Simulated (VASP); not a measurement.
# Au (Pm-3m) in VASP: further runs

Au is run at these levels: LDA; tasks: single point.

Everything below comes from runs of VASP 6.6.1. Logs are shortened: lines on timing, memory, paths and dates and some standing lists are left out, and cuts for length are marked.

## 1. The cell of the first run

It takes space group Pm-3m (No. 221, cubic). The conventional cell has a = 2.547 Å, b = 2.547 Å, c = 2.547 Å, α = 90.00°, β = 90.00°, γ = 90.00°. Within 3.4 Å of Au (site symmetry m-3m) lie 6 Au at 2.55 Å.

This isn't the form of Au at room conditions, which is fcc.

## 2. Single point, LDA

Input file INCAR:

```
SYSTEM = Au
  PREC = Accurate
  ENCUT = 500
  EDIFF = 1E-6
  ISMEAR = -1
  SIGMA = 0.05
  LREAL = .False.
  LASPH = .True.
  NELM = 120
  ALGO = Normal
  ISIF = 2
  LWAVE = .False.
  LCHARG = .False.
  GGA = CA
  NBANDS = 12
  GGA_COMPAT = .False.
```

Input file KPOINTS:

```
Automatic mesh
0
Gamma
  17 17 17
  0 0 0
```

Input file POSCAR:

```
Au
1.0
    2.5470343290      0.0000000000      0.0000000000
    0.0000000000      2.5470343290      0.0000000000
    0.0000000000      0.0000000000      2.5470343290
Au
1
Direct
    0.0000000000      0.0000000000      0.0000000000
```

Potentials or basis: VASP PAW LDA potentials, release 64 (Au).

Started as:

```
$ cat potpaw_LDA.64/Au/POTCAR > POTCAR
$ mpirun -np 1 vasp_std > vasp.out
```

OUTCAR:

```text
SYSTEM = Au
   PREC = Accurate
   ENCUT = 500
   EDIFF = 1E-6
   ISMEAR = -1
   LREAL = .False.
   LASPH = .True.
   NELM = 120
   ISIF = 2
   GGA = CA

 ion  position               nearest neighbor table
   1  0.000  0.000  0.000-

  LATTYP: Found a simple cubic cell.
 ALAT       =     2.5470343290

  Lattice vectors:

 A1 = (   2.5470343290,   0.0000000000,   0.0000000000)
 A2 = (   0.0000000000,   2.5470343290,   0.0000000000)
 A3 = (   0.0000000000,   0.0000000000,   2.5470343290)

Analysis of symmetry for initial positions (statically):
=====================================================================
 Subroutine PRICEL returns:
 Original cell was already a primitive cell.

 Routine SETGRP: Setting up the symmetry group for a
 simple cubic supercell.

 Subroutine GETGRP returns: Found 48 space group operations
 (whereof 48 operations were pure point group operations)
 out of a pool of 48 trial point group operations.

The static configuration has the point symmetry O_h .

Analysis of symmetry for dynamics (positions and initial velocities):
=====================================================================
 Subroutine PRICEL returns:
 Original cell was already a primitive cell.

 Routine SETGRP: Setting up the symmetry group for a
 simple cubic supercell.

 Subroutine GETGRP returns: Found 48 space group operations
 (whereof 48 operations were pure point group operations)
 out of a pool of 48 trial point group operations.

The dynamic configuration has the point symmetry O_h .

 Subroutine INISYM returns: Found 48 space group operations
 (whereof 48 operations are pure point group operations),
 and found     1 'primitive' translations

----------------------------------------------------------------------------------------

                                     Primitive cell

  volume of cell :      16.5236

  direct lattice vectors                    reciprocal lattice vectors
     2.547034329  0.000000000  0.000000000     0.392613475  0.000000000  0.000000000
     0.000000000  2.547034329  0.000000000     0.000000000  0.392613475  0.000000000
     0.000000000  0.000000000  2.547034329     0.000000000  0.000000000  0.392613475

  length of vectors
     2.547034329  2.547034329  2.547034329     0.392613475  0.392613475  0.392613475

  position of ions in fractional coordinates (direct lattice)
     0.000000000  0.000000000  0.000000000

  ion indices of the primitive-cell ions
   primitive index   ion index
                 1           1

----------------------------------------------------------------------------------------

 KPOINTS: Automatic mesh

Automatic generation of k-mesh.
 Grid dimensions read from file:
 generate k-points for:   17   17   17

 Generating k-lattice:

  Cartesian coordinates                     Fractional coordinates (reciprocal lattice)
     0.023094910  0.000000000  0.000000000     0.058823529  0.000000000  0.000000000
     0.000000000  0.023094910  0.000000000     0.000000000  0.058823529  0.000000000
     0.000000000  0.000000000  0.023094910     0.000000000  0.000000000  0.058823529

  Length of vectors
     0.023094910  0.023094910  0.023094910

  Shift w.r.t. Gamma in fractional coordinates (k-lattice)
     0.000000000  0.000000000  0.000000000

 Subroutine IBZKPT returns following result:
 ===========================================

 Found    165 irreducible k-points:

 Following reciprocal coordinates:
            Coordinates               Weight
  0.000000  0.000000  0.000000      1.000000
  0.058824  0.000000  0.000000      6.000000
  0.117647  0.000000  0.000000      6.000000
  0.176471  0.000000  0.000000      6.000000
  0.235294  0.000000  0.000000      6.000000
  0.294118  0.000000  0.000000      6.000000
[... 16 lines left out ...]
  0.411765  0.117647  0.000000     24.000000
  0.470588  0.117647  0.000000     24.000000
 [... further k-points ...]
   k-points           NKPTS =    165   k-points in BZ     NKDIM =    165   number of bands    NBANDS=     12
   number of dos      NEDOS =    301   number of ions     NIONS =      1
   total plane-waves  NPLWV =   8000
   dimension x,y,z NGX =    20 NGY =   20 NGZ =   20
   dimension x,y,z NGXF=    40 NGYF=   40 NGZF=   40
   ions per type =               1
   NGX,Y,Z   is equivalent  to a cutoff of  13.05, 13.05, 13.05 a.u.
   NGXF,Y,Z  is equivalent  to a cutoff of  26.11, 26.11, 26.11 a.u.
 SYSTEM =  Au
   PREC   = accura    normal or accurate (medium, high low for compatibility)
   ISTART =      0    job   : 0-new  1-cont  2-samecut
   ICHARG =      2    charge: 1-file 2-atom 10-const
   ISPIN  =      1    spin polarized calculation?
   LNONCOLLINEAR =      F non collinear calculations
   LSORBIT =      F    spin-orbit coupling
   LASPH  =      T    aspherical Exc in radial PAW
   ENCUT  =  500.0 eV  36.75 Ry    6.06 a.u.   4.64  4.64  4.64*2*pi/ulx,y,z
   NELM   =    120;   NELMIN=  2; NELMDL= -5     # of ELM steps
   EDIFF  = 0.1E-05   stopping-criterion for ELM
   LREAL  =      F    real-space projection
   EDIFFG = 0.1E-04   stopping-criterion for IOM
   NSW    =      0    number of steps for IOM
   IBRION =     -1    ionic relax: 0-MD 1-quasi-New 2-CG
   NFREE  =      0    steps in history (QN), initial steepest desc. (CG)
   ISIF   =      2    stress and relaxation
   ISYM   =      2    0-nonsym 1-usesym 2-fastsym
   POTIM  = 0.5000    time-step for ionic-motion
   TEBEG  =    0.0;   TEEND  =   0.0 temperature during run
   PSTRESS=    0.0 pullay stress
   NELECT =      11.0000    total number of electrons
   NUPDOWN=      -1.0000    fix difference up-down
   EMIN   =  10.00;   EMAX   =-10.00  energy-range for DOS
   EFERMI =   0.00;   METHOD = LEGACY
   ISMEAR =    -1;   SIGMA  =   0.05  broadening in eV -4-tet -1-fermi 0-gaus
   EFERMI_NEDOS =   21; number of points for ismear=-14 and -15
   IALGO  =     38    algorithm
   IMIX   =      4    mixing-type and parameters
     AMIX     =   0.40;   BMIX     =  1.00
     AMIX_MAG =   1.60;   BMIX_MAG =  1.00
  volume/ion in A,a.u.               =      16.52       111.51
  Fermi-wavevector in a.u.,A,eV,Ry     =   1.429456  2.701281 27.801406  2.043346
  Thomas-Fermi vector in A             =   2.549408
   LORBIT       =      0    0 simple, 1 ext, 2 COOP (PROOUT), +10 PAW based schemes
   GGA     = CA    functional components
   LHFCALC =     F    Hartree Fock is set to
   AEXX    =    0.0000 exact exchange contribution
   IVDW    =     0    specifies the selected vdW correction
   LEPSILON=     F    determine dielectric tensor
   LRPA    =     F    only Hartree local field effects (RPA)
 non-spin polarized calculation
  energy-cutoff  :      500.00
  volume of cell :       16.52
 maximum number of plane-waves:       441
 NGX is ok and might be reduce to    20
   NGX =  9   NGY =  9   NGZ =  9

 number of electron      10.9999999 magnetization

 Free energy of the ion-electron system (eV)
  ---------------------------------------------------
  ext. energy  EPLUGINS =         0.00000000
  ---------------------------------------------------
  free energy    TOTEN  =        -3.95801279 eV

  energy without entropy =       -3.95422774  energy(sigma->0) =       -3.95612026

 E-fermi :   9.5497     XC(G=0): -13.0330

 val. band max:        9.5279508499   @ k =   0.4706   0.4706   0.0588
 cond. band min:       9.5641664221   @ k =   0.4706   0.4706   0.1176
 fundamental gap:      0.0362155722
 Fermi energy:         9.5497442938

 k-point     1 :       0.0000    0.0000    0.0000
  band No.  band energies     occupation
      1      -0.3942      2.00000
      2       2.0046      2.00000
      3       2.0046      2.00000
      4       8.1100      2.00000
      5       8.1100      2.00000
      6       8.1100      2.00000
      7      24.5124      0.00000
      8      24.5124      0.00000
      9      24.5124      0.00000
     10      30.6523      0.00000
     11      33.3265      0.00000
     12      33.3265      0.00000

 k-point     2 :       0.0588    0.0000    0.0000
  band No.  band energies     occupation
      1      -0.2903      2.00000
      2       2.0230      2.00000
      3       2.0968      2.00000
      4       8.0209      2.00000
      5       8.0209      2.00000
      6       8.1169      2.00000
      7      23.7566      0.00000
      8      24.6945      0.00000
      9      24.6945      0.00000
     10      31.1369      0.00000
     11      32.6727      0.00000
     12      33.7390      0.00000

 k-point     3 :       0.1176    0.0000    0.0000
  band No.  band energies     occupation
      1       0.0003      2.00000
      2       2.0759      2.00000
      3       2.3845      2.00000
      4       7.7737      2.00000
      5       7.7737      2.00000
      6       8.1369      2.00000
      7      22.1299      0.00000
      8      25.2151      0.00000
      9      25.2151      0.00000
     10      31.3712      0.00000
     11      31.6873      0.00000
     12      35.2156      0.00000
[... 286 lines left out ...]
 k-point    23 :       0.4118    0.1176    0.0000
  band No.  band energies     occupation
      1       2.2679      2.00000
      2       2.9547      2.00000
      3       5.0009      2.00000
      4       6.1237      2.00000
      5       7.9507      2.00000
      6       8.0033      2.00000
      7      14.0447      0.00000
      8      26.0593      0.00000
      9      27.5642      0.00000
     10      30.1986      0.00000
     11      30.9173      0.00000
     12      37.2351      0.00000

 k-point    24 :       0.4706    0.1176    0.0000
  band No.  band energies     occupation
      1       2.3949      2.00000
      2       3.0327      2.00000
      3       4.9014      2.00000
      4       6.0028      2.00000
      5       8.0195      2.00000
      6       8.9357      1.99999
      7      12.9215      0.00000
      8      26.0888      0.00000
      9      28.0811      0.00000
     10      29.0048      0.00000
     11      31.5617      0.00000
     12      36.5984      0.00000

 [... further k-points ...]

------------------------ aborting loop because EDIFF is reached ----------------------------------------

  FORCE on cell =-STRESS in cart. coord.  units (eV):
  Direction    XX          YY          ZZ          XY          YZ          ZX
  --------------------------------------------------------------------------------------
  -------------------------------------------------------------------------------------
  Total        3.1710288      3.1710288      3.1710288     -0.0000000      0.0000000     -0.0000000
  in kB      307.4725668    307.4725668    307.4725668     -0.0000000      0.0000000     -0.0000000
  external PRESSURE =     307.4725668 kB  Pullay stress =       0.0000000 kB

 VOLUME and BASIS-vectors are now :
 -----------------------------------------------------------------------------
  energy-cutoff  :      500.00
  volume of cell :       16.52
      direct lattice vectors                 reciprocal lattice vectors
     2.547034329  0.000000000  0.000000000     0.392613475  0.000000000  0.000000000
     0.000000000  2.547034329  0.000000000     0.000000000  0.392613475  0.000000000
     0.000000000  0.000000000  2.547034329     0.000000000  0.000000000  0.392613475

 POSITION                                       TOTAL-FORCE (eV/Angst)
 -----------------------------------------------------------------------------------
      0.00000      0.00000      0.00000         0.000000      0.000000      0.000000
 -----------------------------------------------------------------------------------
    total drift:                                0.000000      0.000000      0.000000

  FREE ENERGIE OF THE ION-ELECTRON SYSTEM (eV)
  ---------------------------------------------------
  free  energy   TOTEN  =        -3.9580127932 eV

  energy  without entropy=       -3.9542277367  energy(sigma->0) =       -3.95612026
```

It took 29 s on 1 thread of Intel Xeon 8259CL, shared host; peak memory 0.14 GiB.

Results:

```yaml
Free_energy: -3.9580 eV
Pressure: 30.7 GPa
Band_gap_on_the_k_mesh: zero (an odd number of electrons rules out a gap without spin polarisation)
```

Levels at points of the mesh, in eV from the Fermi level:
| k point | band 4 | band 5 | band 6 | band 7 | band 8 | band 9 |
| --- | --- | --- | --- | --- | --- | --- |
| (0.00, 0.00, 0.00) | -1.44 | -1.44 | -1.44 | 14.96 | 14.96 | 14.96 |

Caveat: the cell stands under pressure; spin-orbit coupling is left out, which moves the levels of the heavy elements.

(Part 1 of 3 ends here.)
